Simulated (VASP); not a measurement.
Runs of VASP 6.6.1 on SbPt. The structure is that of space group P6_3/mmc (No. 194), or close to it. The cells are those of the table. 

```tsv
cell	gap on the mesh (eV)	pressure (GPa)
a = 4.201, b = 4.201, c = 5.577 Å, angles 90.0, 90.0, 120.0°, 4 atoms	none	-4.5
a = 4.092, b = 4.092, c = 5.433 Å, angles 90.0, 90.0, 120.0°, 4 atoms	none	6.7
a = 4.120, b = 4.120, c = 5.470 Å, angles 90.0, 90.0, 120.0°, 4 atoms	none	3.4
a = 4.174, b = 4.174, c = 5.542 Å, angles 90.0, 90.0, 120.0°, 4 atoms	none	(a)
a = 4.036, b = 4.036, c = 5.358 Å, angles 90.0, 90.0, 120.0°, 4 atoms	none	14.7
a = 4.147, b = 4.147, c = 5.506 Å, angles 90.0, 90.0, 120.0°, 4 atoms	none	0.5
a = 4.064, b = 4.064, c = 5.396 Å, angles 90.0, 90.0, 120.0°, 4 atoms	none	(b)
```

Alike in all rows: task single point; level PBEsol; potentials or basis VASP PAW PBE potentials, release 64 (Pt, Sb); no spin polarisation; k mesh 8 × 8 × 5; cutoff (eV) 520; smearing fermi-dirac 0.05 eV.

Fill in the values left out.

(a) -2.1; (b) 10.4.

Caveats: the PAW data sets were made with another functional, which shifts forces and pressure a little; spin-orbit coupling is left out, which moves the levels of the heavy elements.

A k mesh can miss the band edges, and the runs leave out spin-orbit coupling on Pt, Sb.

A gap of «none» marks levels without a gap at the run's occupations.
